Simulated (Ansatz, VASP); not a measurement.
**WS2: VASP beside Ansatz**

```
CELL_PARAMETERS angstrom
3.50748 0.00000 0.00000
0.00000 3.50748 0.00000
0.00000 0.00000 6.44791
ATOMIC_POSITIONS crystal
W 0.00000 0.00000 0.00000
S 0.50000 0.00000 0.22434
S 0.00000 0.50000 0.77566
```

Change from the starting cell: ordered vacancies on the cation sites of zinc blende (P-4m2, No. 115).

Alike in both runs: functional PBE; k mesh 14 × 14 × 8; occupations gaussian, width 0.1 eV; no spin polarisation.

Ansatz relaxed the structure, and its values are those at the end. VASP's run is a single point on that final structure, the one shown.

```csv
,VASP,Ansatz
version,VASP 6.6.1,Ansatz 0.2.0
potentials or method,"VASP PAW PBE potentials, release 64 (W_sv, S), cutoff 520 eV","scalar-relativistic, plane waves, PAW"
valence electrons in the cell,26,26
```

Ansatz gave:

- gap on the k mesh at the Fermi level (eV): none
- pressure (GPa): 0.0
- rms of the force components (eV/Å): 0.001

Question: Which values does VASP return?

Answer: gap on the k mesh at the Fermi level (eV): none; pressure (GPa): 0.0; rms of the force components (eV/Å): 0.006.

A gap of «none» marks a metal or a gap that the smearing closes.

Spin-orbit coupling is off throughout.
